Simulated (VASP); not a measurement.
# Ti5H in VASP: notebook

Runs on Ti5H. Level: PBE. Tasks: single point.

Program: VASP 6.6.1. These are calculated values, not measurements. Logs are shortened: lines on timing, memory, paths and dates and some standing lists are left out, and cuts for length are marked.

**1. The cell of the first run**

The cell holds a slab with vacuum, 6 atoms: a = 2.938 Å, b = 2.938 Å, c = 26.212 Å, α = 90.00°, β = 90.00°, γ = 120.00°.

**2. Single point, PBE, collinear spin**

INCAR

```
PREC = Accurate
ENCUT = 520
EDIFF = 1E-7
ISMEAR = 0
SIGMA = 0.1
LREAL = False
LASPH = True
NELM = 150
ALGO = Normal
ISIF = 2
LWAVE = False
LCHARG = True
ISPIN = 2
MAGMOM = 0 0 0 0 0 1
LORBIT = 11
LMAXMIX = 4
LDIPOL = True
IDIPOL = 3
DIPOL = 0.5 0.5 0.370
GGA = PE
LELF = True
LVHAR = True
LVACPOTAV = True
NBANDS = 44
```

KPOINTS

```
Automatic mesh
0
Gamma
  9 9 1
```

POSCAR

```
Ti5H
1.0
    2.9381632084      0.0000000000      0.0000000000
   -1.4690816042      2.5445239789      0.0000000000
    0.0000000000      0.0000000000     26.2117060745
Ti H
5 1
Direct
    0.6666666667      0.3333333333      0.1526035729
    0.3333333333      0.6666666667      0.2413132777
    0.6666666667      0.3333333333      0.3306032017
    0.3333333333      0.6666666667      0.4219530445
    0.6666666667      0.3333333333      0.5040383879
    1.0000000000      0.0000000000      0.5673688707
```

Potentials or basis: VASP PAW PBE potentials, release 64 (Ti_sv, H).

Started as:

```
$ cat potpaw_PBE.64/Ti_sv/POTCAR potpaw_PBE.64/H/POTCAR > POTCAR
$ mpirun -np 1 vasp_std > vasp.out
```

OUTCAR:

```text
PREC = Accurate
   ENCUT = 520
   EDIFF = 1E-7
   ISMEAR = 0
   LREAL = False
   LASPH = True
   NELM = 150
   ISIF = 2
   ISPIN = 2
   LORBIT = 11
   GGA = PE

 ion  position               nearest neighbor table
   1  0.667  0.333  0.153-   2 2.88   2 2.88   2 2.88
   2  0.333  0.667  0.241-   1 2.88   1 2.88   1 2.88   3 2.89   3 2.89   3 2.89
   3  0.667  0.333  0.331-   2 2.89   2 2.89   2 2.89
   4  0.333  0.667  0.422-   5 2.74   5 2.74   5 2.74
   5  0.667  0.333  0.504-   4 2.74   4 2.74   4 2.74
   6  0.000  0.000  0.567-

  LATTYP: Found a hexagonal cell.
 ALAT       =     2.9381632084
 C/A-ratio  =     8.9211198342

  Lattice vectors:

 A1 = (   2.9381632084,   0.0000000000,   0.0000000000)
 A2 = (  -1.4690816042,   2.5445239789,   0.0000000000)
 A3 = (   0.0000000000,   0.0000000000,  26.2117060745)

Analysis of symmetry for initial positions (statically):
=====================================================================
 Subroutine PRICEL returns:
 Original cell was already a primitive cell.

 Routine SETGRP: Setting up the symmetry group for a
 hexagonal supercell.

 Subroutine GETGRP returns: Found  6 space group operations
 (whereof  6 operations were pure point group operations)
 out of a pool of 24 trial point group operations.

The static configuration has the point symmetry C_3v.

Analysis of symmetry for dynamics (positions and initial velocities):
=====================================================================
 Subroutine PRICEL returns:
 Original cell was already a primitive cell.

 Routine SETGRP: Setting up the symmetry group for a
 hexagonal supercell.

 Subroutine GETGRP returns: Found  6 space group operations
 (whereof  6 operations were pure point group operations)
 out of a pool of 24 trial point group operations.

The dynamic configuration has the point symmetry C_3v.

Analysis of structural, dynamic, and magnetic symmetry:
=====================================================================
 Subroutine PRICEL returns:
 Original cell was already a primitive cell.

 Routine SETGRP: Setting up the symmetry group for a
 hexagonal supercell.

 Subroutine GETGRP returns: Found  6 space group operations
 (whereof  6 operations were pure point group operations)
 out of a pool of 24 trial point group operations.

The overall configuration has the point symmetry C_3v.

 Subroutine INISYM returns: Found  6 space group operations
 (whereof  6 operations are pure point group operations),
 and found     1 'primitive' translations

----------------------------------------------------------------------------------------

                                     Primitive cell

  volume of cell :     195.9647

  direct lattice vectors                    reciprocal lattice vectors
     2.938163208  0.000000000  0.000000000     0.340348690  0.196500408  0.000000000
    -1.469081604  2.544523979  0.000000000     0.000000000  0.393000816  0.000000000
     0.000000000  0.000000000 26.211706075     0.000000000  0.000000000  0.038150893

  length of vectors
     2.938163208  2.938163208 26.211706075     0.393000816  0.393000816  0.038150893

  position of ions in fractional coordinates (direct lattice)
     0.666666667  0.333333333  0.152603573
     0.333333333  0.666666667  0.241313278
     0.666666667  0.333333333  0.330603202
     0.333333333  0.666666667  0.421953045
     0.666666667  0.333333333  0.504038388
     0.000000000  0.000000000  0.567368871

  ion indices of the primitive-cell ions
   primitive index   ion index
                 1           1
                 2           2
                 3           3
                 4           4
                 5           5
                 6           6

----------------------------------------------------------------------------------------

 KPOINTS: Automatic mesh

[... 35 lines left out ...]
  0.333333  0.333333  0.000000      2.000000
   k-points           NKPTS =     12   k-points in BZ     NKDIM =     12   number of bands    NBANDS=     44
   number of dos      NEDOS =    301   number of ions     NIONS =      6
   total plane-waves  NPLWV = 112896
   dimension x,y,z NGX =    24 NGY =   24 NGZ =  196
   dimension x,y,z NGXF=    48 NGYF=   48 NGZF=  392
   ions per type =               5   1
   NGX,Y,Z   is equivalent  to a cutoff of  13.58, 13.58, 12.43 a.u.
   NGXF,Y,Z  is equivalent  to a cutoff of  27.16, 27.16, 24.86 a.u.
 SYSTEM =  unknown system
   PREC   = accura    normal or accurate (medium, high low for compatibility)
   ISTART =      0    job   : 0-new  1-cont  2-samecut
   ICHARG =      2    charge: 1-file 2-atom 10-const
   ISPIN  =      2    spin polarized calculation?
   LNONCOLLINEAR =      F non collinear calculations
   LSORBIT =      F    spin-orbit coupling
   LASPH  =      T    aspherical Exc in radial PAW
   ENCUT  =  520.0 eV  38.22 Ry    6.18 a.u.   5.46  5.46 48.74*2*pi/ulx,y,z
   NELM   =    150;   NELMIN=  2; NELMDL= -5     # of ELM steps
   EDIFF  = 0.1E-06   stopping-criterion for ELM
   LREAL  =      F    real-space projection
   EDIFFG = 0.1E-05   stopping-criterion for IOM
   NSW    =      0    number of steps for IOM
   IBRION =     -1    ionic relax: 0-MD 1-quasi-New 2-CG
   NFREE  =      0    steps in history (QN), initial steepest desc. (CG)
   ISIF   =      2    stress and relaxation
   ISYM   =      2    0-nonsym 1-usesym 2-fastsym
   POTIM  = 0.5000    time-step for ionic-motion
   TEBEG  =    0.0;   TEEND  =   0.0 temperature during run
   PSTRESS=    0.0 pullay stress
   NELECT =      61.0000    total number of electrons
   NUPDOWN=      -1.0000    fix difference up-down
   EMIN   =  10.00;   EMAX   =-10.00  energy-range for DOS
   EFERMI =   0.00;   METHOD = LEGACY
   ISMEAR =     0;   SIGMA  =   0.10  broadening in eV -4-tet -1-fermi 0-gaus
   EFERMI_NEDOS =   21; number of points for ismear=-14 and -15
   IALGO  =     38    algorithm
   IMIX   =      4    mixing-type and parameters
     AMIX     =   0.40;   BMIX     =  1.00
     AMIX_MAG =   1.60;   BMIX_MAG =  1.00
  volume/ion in A,a.u.               =      32.66       220.41
  Fermi-wavevector in a.u.,A,eV,Ry     =   1.109495  2.096642 16.748502  1.230980
  Thomas-Fermi vector in A             =   2.246036
   LORBIT       =     11    0 simple, 1 ext, 2 COOP (PROOUT), +10 PAW based schemes
   GGA     = PE    functional components
   LHFCALC =     F    Hartree Fock is set to
   AEXX    =    0.0000 exact exchange contribution
   IVDW    =     0    specifies the selected vdW correction
   LEPSILON=     F    determine dielectric tensor
   LRPA    =     F    only Hartree local field effects (RPA)
 spin polarized calculation
 Gauss-broadening in eV      SIGMA  =   0.10
  energy-cutoff  :      520.00
  volume of cell :      195.96
 maximum number of plane-waves:      5389
 NGX is ok and might be reduce to    24
   NGX = 11   NGY = 11   NGZ = 97

 dipolmoment           0.000000      0.000000     -0.001061 electrons x Angstroem

 number of electron      60.9999992 magnetization       0.1088772

 number of electron      60.9999992 magnetization      -0.9993901

 dipolmoment           0.000000      0.000000      0.053325 electrons x Angstroem

 Free energy of the ion-electron system (eV)
  ---------------------------------------------------
  ext. energy  EPLUGINS =         0.00000000
  ---------------------------------------------------
  free energy    TOTEN  =       -41.17801035 eV

  energy without entropy =      -41.15254956  energy(sigma->0) =      -41.16527995

 E-fermi :   1.1028     XC(G=0):  -5.9913

 val. band max:        1.0844364729   @ k =   0.4444   0.0000   0.0000
 cond. band min:       1.1447220135   @ k =   0.1111   0.0000   0.0000
 fundamental gap:      0.0602855406
 Fermi energy:         1.1027637589

 spin component 1

 k-point     1 :       0.0000    0.0000    0.0000
  band No.  band energies     occupation
      1     -56.0398      1.00000
      2     -55.7150      1.00000
      3     -55.6569      1.00000
      4     -55.6090      1.00000
      5     -55.4919      1.00000
      6     -32.5006      1.00000
[... 529 lines left out ...]
     41       3.7580      0.00000
     42       3.8281      0.00000
 Fermi energy:         1.1027637589

 spin component 2

 k-point     1 :       0.0000    0.0000    0.0000
  band No.  band energies     occupation
      1     -56.0671      1.00000
      2     -56.0327      1.00000
      3     -55.7075      1.00000
      4     -55.6330      1.00000
      5     -55.6018      1.00000
      6     -32.5055      1.00000
[... 529 lines left out ...]
     41       3.6063      0.00000
     42       3.6525      0.00000
 [bands above 42 left out]

------------------------ aborting loop because EDIFF is reached ----------------------------------------

  FORCE on cell =-STRESS in cart. coord.  units (eV):
  Direction    XX          YY          ZZ          XY          YZ          ZX
  --------------------------------------------------------------------------------------
  -------------------------------------------------------------------------------------
  Total       -1.5514393     -1.5514393     -3.4993079      0.0000000      0.0000000      0.0000000
  in kB      -12.6843324    -12.6843324    -28.6098105      0.0000000      0.0000000      0.0000000
  external PRESSURE =     -17.9928251 kB  Pullay stress =       0.0000000 kB

 VOLUME and BASIS-vectors are now :
 -----------------------------------------------------------------------------
  energy-cutoff  :      520.00
  volume of cell :      195.96
      direct lattice vectors                 reciprocal lattice vectors
     2.938163208  0.000000000  0.000000000     0.340348690  0.196500408  0.000000000
    -1.469081604  2.544523979  0.000000000     0.000000000  0.393000816  0.000000000
     0.000000000  0.000000000 26.211706075     0.000000000  0.000000000  0.038150893

 POSITION                                       TOTAL-FORCE (eV/Angst)
 -----------------------------------------------------------------------------------
      1.46908      0.84817      4.00000        -0.000000      0.000000      0.465586
     -0.00000      1.69635      6.32523        -0.000000     -0.000000     -0.442164
      1.46908      0.84817      8.66567         0.000000     -0.000000      0.009967
     -0.00000      1.69635     11.06011         0.000000     -0.000000     -0.413681
      1.46908      0.84817     13.21171        -0.000000      0.000000      2.223294
      0.00000      0.00000     14.87171         0.000000      0.000000     -1.843002
 -----------------------------------------------------------------------------------
    total drift:                               -0.000000      0.000000     -0.000306

  FREE ENERGIE OF THE ION-ELECTRON SYSTEM (eV)
  ---------------------------------------------------
  free  energy   TOTEN  =       -41.1780103506 eV

  energy  without entropy=      -41.1525495583  energy(sigma->0) =      -41.16527995

 vacuum level on the upper side and lower side of the slab         6.637         5.346

 total charge

# of ion       s       p       d       tot
------------------------------------------
    1        2.246   6.072   1.878  10.195
    2        2.247   6.122   1.869  10.237
    3        2.246   6.117   1.871  10.234
    4        2.255   6.134   1.888  10.277
    5        2.227   6.119   1.822  10.169
    6        0.449   0.003   0.000   0.452
--------------------------------------------------
tot         11.669  30.566   9.328  51.564

 magnetization (x)

# of ion       s       p       d       tot
------------------------------------------
    1       -0.012  -0.047  -0.564  -0.624
    2        0.001   0.000   0.070   0.071
    3       -0.000  -0.002  -0.026  -0.028
    4       -0.000  -0.000  -0.012  -0.012
    5        0.000   0.001   0.008   0.008
    6       -0.000   0.000   0.000  -0.000
--------------------------------------------------
tot         -0.011  -0.049  -0.525  -0.585
```

It took 12 min on 1 thread of Intel Xeon Platinum 8488C (Sapphire Rapids), shared host; peak memory 0.5 GiB.

Results:

```
Free energy                                           : -41.1780 eV
Largest force                                         : 2.223 eV/Å
Band gap on the k mesh                                : zero (filled and empty bands overlap)
Net moment                                            : -1.00 μB per cell
Site moments                                          : Ti -0.62, +0.07, -0.03, -0.01, +0.01; H -0.00 μB
Valence electrons inside the program's atomic spheres : Ti 10.20, 10.24, 10.23, 10.28, 10.17; H 0.45
```

Forces on the atoms (eV/Å):
```
Ti   0.000  0.000  0.466
Ti   0.000  0.000 -0.442
Ti   0.000  0.000  0.010
Ti   0.000  0.000 -0.414
Ti   0.000  0.000  2.223
H    0.000  0.000 -1.843
```

**3. Single point, PBE, collinear spin**

INCAR

```
  ALGO = Normal
  DIPOL = 0.5 0.5 0.375
  EDIFF = 1E-6
  ENCUT = 520
  GGA = PE
  IDIPOL = 3
  ISIF = 2
  ISMEAR = 0
  ISPIN = 2
  LASPH = T
  LCHARG = F
  LDIPOL = T
  LMAXMIX = 4
  LORBIT = 11
  LREAL = F
  LWAVE = F
  MAGMOM = 0 0 0 0 0 1
  NBANDS = 44
  NELM = 150
  PREC = Accurate
  SIGMA = 0.1
```

KPOINTS

```
k-points
0
Gamma
  9 9 1
```

POSCAR, as its differences from that of step 2:

```diff
@@ -13,2 +13,2 @@
     0.6666666667      0.3333333333      0.5040383879
-    1.0000000000      0.0000000000      0.5673688707
+    1.0000000000      0.0000000000      0.5982710942
```

Potentials or basis: VASP PAW PBE potentials, release 64 (Ti_sv, H).

Started as:

```
$ cat potpaw_PBE.64/Ti_sv/POTCAR potpaw_PBE.64/H/POTCAR > POTCAR
$ mpirun -np 1 vasp_std > vasp.out
```

OUTCAR:

```text
EDIFF = 1E-6
   ENCUT = 520
   GGA = PE
   ISIF = 2
   ISMEAR = 0
   ISPIN = 2
   LASPH = T
   LORBIT = 11
   LREAL = F
   NELM = 150
   PREC = Accurate

 ion  position               nearest neighbor table
   1  0.667  0.333  0.153-   2 2.88   2 2.88   2 2.88
   2  0.333  0.667  0.241-   1 2.88   1 2.88   1 2.88   3 2.89   3 2.89   3 2.89
   3  0.667  0.333  0.331-   2 2.89   2 2.89   2 2.89
   4  0.333  0.667  0.422-   5 2.74   5 2.74   5 2.74
   5  0.667  0.333  0.504-   4 2.74   4 2.74   4 2.74
   6  0.000  0.000  0.598-

  LATTYP: Found a hexagonal cell.
 ALAT       =     2.9381632084
 C/A-ratio  =     8.9211198342

[... 1312 lines left out ...]
      1.46908      0.84817      4.00000         0.000000      0.000000      0.464380
     -0.00000      1.69635      6.32523         0.000000     -0.000000     -0.445154
      1.46908      0.84817      8.66567        -0.000000      0.000000      0.041862
     -0.00000      1.69635     11.06011         0.000000      0.000000     -0.367168
      1.46908      0.84817     13.21171        -0.000000      0.000000      2.201083
      0.00000      0.00000     15.68171        -0.000000      0.000000     -1.895002
 -----------------------------------------------------------------------------------
    total drift:                               -0.000000      0.000000     -0.000356

  FREE ENERGIE OF THE ION-ELECTRON SYSTEM (eV)
  ---------------------------------------------------
  free  energy   TOTEN  =       -39.5187606690 eV

  energy  without entropy=      -39.4921769761  energy(sigma->0) =      -39.50546882

 vacuum level on the upper side and lower side of the slab         7.038         5.270

 total charge

# of ion       s       p       d       tot
------------------------------------------
    1        2.246   6.071   1.878  10.195
    2        2.246   6.122   1.869  10.238
    3        2.246   6.117   1.871  10.234
    4        2.254   6.133   1.889  10.276
    5        2.237   6.094   1.849  10.180
    6        0.368   0.001   0.000   0.369
--------------------------------------------------
tot         11.597  30.539   9.356  51.492

 magnetization (x)

# of ion       s       p       d       tot
------------------------------------------
    1       -0.012  -0.047  -0.561  -0.619
    2        0.001   0.000   0.071   0.072
    3       -0.000  -0.002  -0.026  -0.028
    4       -0.000  -0.000  -0.012  -0.013
    5        0.000   0.001   0.016   0.018
    6       -0.005   0.000   0.000  -0.005
--------------------------------------------------
tot         -0.015  -0.048  -0.512  -0.575
```

OSZICAR:

```text
N       E                     dE             d eps       ncg     rms          rms(c)
DAV:   1     0.791842022405E+03    0.79184E+03   -0.32418E+04  2328   0.147E+03
DAV:   2     0.607625511246E+02   -0.73108E+03   -0.71266E+03  2208   0.479E+02
DAV:   3    -0.265744187721E+02   -0.87337E+02   -0.84205E+02  3472   0.149E+02
[... 45 lines left out ...]
DAV:  49    -0.395186946597E+02   -0.36542E-04   -0.11142E-05  2416   0.126E-02    0.680E-03
DAV:  50    -0.395187209270E+02   -0.26267E-04   -0.20194E-06  2008   0.757E-03    0.450E-03
DAV:  51    -0.395187448202E+02   -0.23893E-04   -0.55429E-06  2216   0.108E-02    0.102E-03
DAV:  52    -0.395187600637E+02   -0.15244E-04   -0.80616E-07  1644   0.415E-03    0.602E-04
DAV:  53    -0.395187606690E+02   -0.60530E-06   -0.24546E-07  1308   0.245E-03
   1 F= -.39518761E+02 E0= -.39505469E+02  d E =-.265837E-01  mag=    -0.9878
```

It took 14 min on 1 thread of Intel Xeon Platinum 8488C (Sapphire Rapids), shared host; peak memory 0.49 GiB.

What came out:

| Property | Result |
| --- | --- |
| Free energy | -39.5188 eV |
| Largest force | 2.201 eV/Å |
| Band gap on the k mesh | zero (filled and empty bands overlap) |
| Net moment | -0.99 μB per cell |
| Site moments | Ti -0.62, +0.07, -0.03, -0.01, +0.02; H -0.01 μB |
| Valence electrons inside the program's atomic spheres | Ti 10.20, 10.24, 10.23, 10.28, 10.18; H 0.37 |

Forces in eV/Å, atoms in the order of the input:
```
Ti   0.000  0.000  0.464
Ti   0.000  0.000 -0.445
Ti   0.000  0.000  0.042
Ti   0.000  0.000 -0.367
Ti   0.000  0.000  2.201
H    0.000  0.000 -1.895
```

**4. Single point, PBE, collinear spin**

INCAR

```
PREC     = Accurate       # precision mode
ENCUT    = 520            # plane-wave cutoff, eV
EDIFF    = 1E-6           # SCF threshold, eV
ISMEAR   = 0              # smearing method
SIGMA    = 0.1            # smearing width, eV
LREAL    = F              # projectors in reciprocal space
LASPH    = T              # aspherical terms in the spheres
NELM     = 150            # most SCF steps
ALGO     = Normal         # electronic algorithm
ISIF     = 2              # what is computed and relaxed
LWAVE    = F              # write WAVECAR
LCHARG   = F              # write CHGCAR
ISPIN    = 2              # spin polarisation
MAGMOM   = 0 0 0 0 0 1    # initial moments
LORBIT   = 11             # projections on sites
LMAXMIX  = 4              # l up to which the mixer works
LDIPOL   = T            
IDIPOL   = 3            
DIPOL    = 0.5 0.5 0.370
GGA      = PE             # functional
NBANDS   = 44             # bands
```

KPOINTS

```
regular mesh
0
Gamma
  9 9 1
```

POSCAR, as its differences from that of step 3:

```diff
@@ -13,2 +13,2 @@
     0.6666666667      0.3333333333      0.5040383879
-    1.0000000000      0.0000000000      0.5982710942
+    0.6666666667      0.3333333333      0.5673688707
```

Started as:

```
$ cat potpaw_PBE.64/Ti_sv/POTCAR potpaw_PBE.64/H/POTCAR > POTCAR
$ mpirun -np 1 vasp_std > vasp.out
```

It took 9.1 min on 1 thread of Intel Xeon Platinum 8488C (Sapphire Rapids), shared host; peak memory 0.49 GiB.

Results (log left out):

```
Free energy                                           : -39.9981 eV
Largest force                                         : 1.147 eV/Å
Net moment                                            : 0.23 μB per cell
Site moments                                          : Ti -0.00, +0.00, +0.01, -0.01, +0.18; H -0.00 μB
Valence electrons inside the program's atomic spheres : Ti 10.20, 10.24, 10.23, 10.28, 10.34; H 0.54
```

Forces on the atoms (eV/Å):
```
Ti   0.000  0.000  0.540
Ti   0.000  0.000 -0.533
Ti   0.000  0.000  0.195
Ti   0.000  0.000 -1.147
Ti   0.000  0.000 -0.115
H    0.000  0.000  1.060
```

Levels at points of the mesh, in eV from the Fermi level:
Spin up:
```csv
k point,band 26,band 27,band 28,band 29,band 30,band 31,band 32,band 33,band 34,band 35
"(0.00, 0.00, 0.00)",-2.76,-0.13,0.14,0.40,0.50,0.50,0.64,0.64,0.66,0.74
```
Spin down:
```csv
k point,band 26,band 27,band 28,band 29,band 30,band 31,band 32,band 33,band 34,band 35
"(0.00, 0.00, 0.00)",-2.67,-0.13,0.15,0.41,0.60,0.60,0.66,0.67,0.67,0.75
```

(Continued in part 2 of 2.)
